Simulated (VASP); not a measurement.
# Te (P3_121) in VASP: a series of runs

The runs below take Te through single point, with r2SCAN, PBE-based screened hybrid with 5 % exact exchange, HSE06, PBE-based screened hybrid with 35 % exact exchange.

Everything below comes from runs of VASP 6.6.1. Logs are shortened: lines on timing, memory, paths and dates and some standing lists are left out, and cuts for length are marked.

### Step 1. The cell of the first run

The structure is trigonal, space group P3_121 (No. 152). The conventional cell has a = 4.471 Å, b = 4.471 Å, c = 5.949 Å, α = 90.00°, β = 90.00°, γ = 120.00°. Te (site symmetry 2) has 6 Te at 2.85 to 3.50 Å within 3.8 Å.

### Step 2. Single point, r2SCAN

POSCAR reads:

```
Te
1.0
    4.4712577270      0.0000000000      0.0000000000
   -2.2356288635      3.8722227785      0.0000000000
    0.0000000000      0.0000000000      5.9487470213
Te
3
Direct
    0.2641920653      0.0000000000      0.3333333333
    0.0000000000      0.2641920653      0.6666666667
    0.7358079347      0.7358079347      0.0000000000
```

INCAR.step1 reads:

```
SYSTEM = Te
  ALGO = Normal
  EDIFF = 1E-4
  ENCUT = 520
  GGA = PE
  ISMEAR = 1
  LASPH = .True.
  LCHARG = .False.
  LREAL = .False.
  LWAVE = .True.
  NBANDS = 16
  NELM = 60
  PREC = Accurate
  SIGMA = 0.2
```

INCAR.step2 reads:

```
SYSTEM = Te
  ALGO = Normal
  EDIFF = 1E-7
  ENCUT = 520
  ISIF = 2
  ISMEAR = 1
  ISTART = 1
  LASPH = .True.
  LCHARG = .False.
  LMIXTAU = .True.
  LREAL = .False.
  LWAVE = .False.
  METAGGA = R2SCAN
  NBANDS = 16
  NELM = 60
  PREC = Accurate
  SIGMA = 0.2
```

KPOINTS reads:

```
k-points
0
Gamma
  6 6 4
  0 0 0
```

Potentials or basis: VASP PAW PBE potentials, release 64 (Te).

On the command line:

```sh
> cat potpaw_PBE.64/Te/POTCAR > POTCAR
> cp INCAR.step1 INCAR
> mpirun -np 1 vasp_std > vasp.out
> cp INCAR.step2 INCAR
> mpirun -np 1 vasp_std > vasp.out
```

OUTCAR:

```text
SYSTEM = Te
   EDIFF = 1E-7
   ENCUT = 520
   ISIF = 2
   ISMEAR = 1
   ISTART = 1
   LASPH = .True.
   LREAL = .False.
   METAGGA = R2SCAN
   NELM = 60
   PREC = Accurate

 ion  position               nearest neighbor table
   1  0.264  0.000  0.333-   3 2.85   2 2.85   3 3.50   3 3.50   2 3.50   2 3.50
   2  0.000  0.264  0.667-   3 2.85   1 2.85   3 3.50   3 3.50   1 3.50   1 3.50
   3  0.736  0.736  0.000-   1 2.85   2 2.85   1 3.50   2 3.50   2 3.50   1 3.50

  LATTYP: Found a hexagonal cell.
 ALAT       =     4.4712577270
 C/A-ratio  =     1.3304415412

  Lattice vectors:

 A1 = (   4.4712577270,   0.0000000000,   0.0000000000)
 A2 = (  -2.2356288635,   3.8722227785,   0.0000000000)
 A3 = (   0.0000000000,   0.0000000000,   5.9487470213)

Analysis of symmetry for initial positions (statically):
=====================================================================
 Subroutine PRICEL returns:
 Original cell was already a primitive cell.

 Routine SETGRP: Setting up the symmetry group for a
 hexagonal supercell.

 Subroutine GETGRP returns: Found  6 space group operations
 (whereof  2 operations were pure point group operations)
 out of a pool of 24 trial point group operations.

The static configuration has the point symmetry C_2 .
 The point group associated with its full space group is D_3 .

Analysis of symmetry for dynamics (positions and initial velocities):
=====================================================================
 Subroutine PRICEL returns:
 Original cell was already a primitive cell.

 Routine SETGRP: Setting up the symmetry group for a
 hexagonal supercell.

 Subroutine GETGRP returns: Found  6 space group operations
 (whereof  2 operations were pure point group operations)
 out of a pool of 24 trial point group operations.

The dynamic configuration has the point symmetry C_2 .
 The point group associated with its full space group is D_3 .

 Subroutine INISYM returns: Found  6 space group operations
 (whereof  2 operations are pure point group operations),
 and found     1 'primitive' translations

----------------------------------------------------------------------------------------

                                     Primitive cell

  volume of cell :     102.9949

  direct lattice vectors                    reciprocal lattice vectors
     4.471257727  0.000000000  0.000000000     0.223650718  0.129124802  0.000000000
[... 87 lines left out ...]
   EDIFF  = 0.1E-06   stopping-criterion for ELM
   LREAL  =      F    real-space projection
   EDIFFG = 0.1E-05   stopping-criterion for IOM
   NSW    =      0    number of steps for IOM
   IBRION =     -1    ionic relax: 0-MD 1-quasi-New 2-CG
   NFREE  =      0    steps in history (QN), initial steepest desc. (CG)
   ISIF   =      2    stress and relaxation
   ISYM   =      2    0-nonsym 1-usesym 2-fastsym
   POTIM  = 0.5000    time-step for ionic-motion
   TEBEG  =    0.0;   TEEND  =   0.0 temperature during run
   PSTRESS=    0.0 pullay stress
   NELECT =      18.0000    total number of electrons
   NUPDOWN=      -1.0000    fix difference up-down
   EMIN   =  10.00;   EMAX   =-10.00  energy-range for DOS
   EFERMI =   0.00;   METHOD = LEGACY
   ISMEAR =     1;   SIGMA  =   0.20  broadening in eV -4-tet -1-fermi 0-gaus
   EFERMI_NEDOS =   21; number of points for ismear=-14 and -15
   IALGO  =     38    algorithm
   IMIX   =      4    mixing-type and parameters
     AMIX     =   0.40;   BMIX     =  1.00
     AMIX_MAG =   1.60;   BMIX_MAG =  1.00
  volume/ion in A,a.u.               =      34.33       231.68
  Fermi-wavevector in a.u.,A,eV,Ry     =   0.915294  1.729654 11.398452  0.837763
  Thomas-Fermi vector in A             =   2.040019
   LORBIT       =      0    0 simple, 1 ext, 2 COOP (PROOUT), +10 PAW based schemes
   METAGGA = R2SCAN    functional components
   LHFCALC =     F    Hartree Fock is set to
   AEXX    =    0.0000 exact exchange contribution
   IVDW    =     0    specifies the selected vdW correction
   LEPSILON=     F    determine dielectric tensor
   LRPA    =     F    only Hartree local field effects (RPA)
 non-spin polarized calculation
 Methfessel and Paxton  Order N= 1 SIGMA  =   0.20
  energy-cutoff  :      520.00
  volume of cell :      102.99
 maximum number of plane-waves:      2854
 NGX is ok and might be reduce to    36
   NGX = 17   NGY = 17   NGZ = 23

 number of electron      17.9999997 magnetization

 Free energy of the ion-electron system (eV)
  ---------------------------------------------------
  ext. energy  EPLUGINS =         0.00000000
  ---------------------------------------------------
  free energy    TOTEN  =       -76.22831399 eV

  energy without entropy =      -76.22903487  energy(sigma->0) =      -76.22855428

 E-fermi :   5.7945     XC(G=0):  -9.4360

 val. band max:        5.6356168918   @ k =   0.3333   0.3333   0.5000
 cond. band min:       5.9648807895   @ k =   0.3333   0.3333   0.5000
 fundamental gap:      0.3292638976
 Fermi energy:         5.7944558106

 k-point     1 :       0.0000    0.0000    0.0000
  band No.  band energies     occupation
      1      -8.4838      2.00000
      2      -4.9882      2.00000
      3      -4.9882      2.00000
      4       2.4408      2.00000
      5       2.7723      2.00000
      6       2.7723      2.00000
[... 433 lines left out ...]
      3      -4.6420      2.00000
      4       0.2810      2.00000
      5       0.5163      2.00000
      6       0.5163      2.00000
[... 8 lines left out ...]
     15      12.6078      0.00000
     16      13.1756      0.00000

------------------------ aborting loop because EDIFF is reached ----------------------------------------

  FORCE on cell =-STRESS in cart. coord.  units (eV):
  Direction    XX          YY          ZZ          XY          YZ          ZX
  --------------------------------------------------------------------------------------
  -------------------------------------------------------------------------------------
  Total        0.5900875      0.5900875      0.4987878      0.0000000      0.0000000      0.0000000
  in kB        9.1793406      9.1793406      7.7590918      0.0000000      0.0000000      0.0000000
  external PRESSURE =       8.7059243 kB  Pullay stress =       0.0000000 kB

 VOLUME and BASIS-vectors are now :
 -----------------------------------------------------------------------------
  energy-cutoff  :      520.00
  volume of cell :      102.99
      direct lattice vectors                 reciprocal lattice vectors
     4.471257727  0.000000000  0.000000000     0.223650718  0.129124802  0.000000000
    -2.235628864  3.872222778  0.000000000     0.000000000  0.258249604  0.000000000
     0.000000000  0.000000000  5.948747021     0.000000000  0.000000000  0.168102627

 POSITION                                       TOTAL-FORCE (eV/Angst)
 -----------------------------------------------------------------------------------
      1.18127      0.00000      1.98292         0.000663     -0.000000     -0.000000
     -0.59064      1.02301      3.96583        -0.000331      0.000574     -0.000000
      1.64499      2.84921      0.00000        -0.000331     -0.000574      0.000000
 -----------------------------------------------------------------------------------
    total drift:                                0.000000      0.000000      0.000000

  FREE ENERGIE OF THE ION-ELECTRON SYSTEM (eV)
  ---------------------------------------------------
  free  energy   TOTEN  =       -76.2283139882 eV

  energy  without entropy=      -76.2290348664  energy(sigma->0) =      -76.22855428
```

OSZICAR.step1:

```text
N       E                     dE             d eps       ncg     rms          rms(c)
DAV:   1     0.719830711666E+02    0.71983E+02   -0.64368E+03   768   0.896E+02
DAV:   2    -0.471968075288E+01   -0.76703E+02   -0.72199E+02  1008   0.130E+02
DAV:   3    -0.934794527276E+01   -0.46283E+01   -0.46123E+01  1016   0.371E+01
DAV:   4    -0.943001241930E+01   -0.82067E-01   -0.82062E-01  1120   0.562E+00
DAV:   5    -0.943133435626E+01   -0.13219E-02   -0.13219E-02  1032   0.614E-01    0.121E+01
DAV:   6    -0.941410322945E+01    0.17231E-01   -0.18249E-02   960   0.805E-01    0.770E+00
DAV:   7    -0.941170951180E+01    0.23937E-02   -0.39704E-02   928   0.120E+00    0.297E-01
DAV:   8    -0.941094831804E+01    0.76119E-03   -0.74057E-03   824   0.472E-01    0.166E-01
DAV:   9    -0.941097877246E+01   -0.30454E-04   -0.21550E-04  1096   0.933E-02
   1 F= -.94109788E+01 E0= -.94107850E+01  d E =-.581303E-03
```

Run time: 93 s. Hardware: 1 thread of AMD EPYC 9R45 (Zen 5), shared host; peak memory 0.23 GiB.

Results:

* Free energy: -76.2283 eV
* Pressure: 0.9 GPa
* Band gap on the k mesh: 0.33 eV

Caveat: the PAW data sets were made with another functional, which shifts forces and pressure a little; spin-orbit coupling is left out, which moves the levels of the heavy elements. A k mesh can miss the band edges.

(Continued in part 2 of 2.)
